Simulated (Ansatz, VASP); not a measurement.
## Two plane-wave programs on Sr3CO

Contents of INCAR:

```
ALGO = Normal
EDIFF = 1E-6
ENCUT = 520
GGA = PS
ISIF = 2
ISMEAR = -1
LASPH = True
LCHARG = False
LREAL = False
LWAVE = False
NBANDS = 28
NELM = 100
PREC = Accurate
SIGMA = 0.15
```

KPOINTS

```
k-points
0
Gamma
  8 8 8
```

The input POSCAR:

```
Sr3CO
1.0
    4.8853000000      0.0000000000      0.0000000000
    0.0000000000      4.8853000000      0.0000000000
    0.0000000000      0.0000000000      4.8853000000
C O Sr
1 1 3
Direct
    0.0000000000      0.0000000000      0.0000000000
    0.5000000000      0.5000000000      0.5000000000
    0.5000000000      0.5000000000      0.0000000000
    0.5000000000      0.0000000000      0.5000000000
    0.0000000000      0.5000000000      0.5000000000
```

Input for Ansatz:

```yaml
crystal:
  lattice:
    - [4.8853, 0.0, 0.0]
    - [0.0, 4.8853, 0.0]
    - [0.0, 0.0, 4.8853]
  atoms:
    - { symbol: C, position: [0.0, 0.0, 0.0] }
    - { symbol: O, position: [0.5, 0.5, 0.5] }
    - { symbol: Sr, position: [0.5, 0.5, 0.0] }
    - { symbol: Sr, position: [0.5, 0.0, 0.5] }
    - { symbol: Sr, position: [0.0, 0.5, 0.5] }
basis:
  ecutwfc: 420
kpoints:
  mp_grid: { grid: [8, 8, 8] }
hamiltonian:
  xc: pbesol
scf:
  occupations: { method: fermi_dirac, width: 0.15 }
output:
  forces: true
  stress: true
  eigenvalues: true
```

Alike in both runs: task single point; functional PBEsol; k mesh 8 × 8 × 8; occupations fermi-dirac, width 0.15 eV; no spin polarisation.

|  | VASP | Ansatz |
| --- | --- | --- |
| version | VASP 6.6.1 | Ansatz 0.2.0 |
| potentials or method | VASP PAW PBE potentials, release 64 (C, O, Sr_sv), cutoff 520 eV | scalar-relativistic, plane waves, PAW |
| valence electrons in the cell | 40 | 40 |

Ansatz gave:

```
gap on the k mesh at the Fermi level (eV) : none
pressure (GPa)                            : -1.7
```

Task: What did VASP give for the same quantities?

Result: gap on the k mesh at the Fermi level (eV): none; pressure (GPa): -1.3.

VASP's potentials were made for PBE, not for PBEsol. A gap of «none» marks a metal or a gap that the smearing closes.
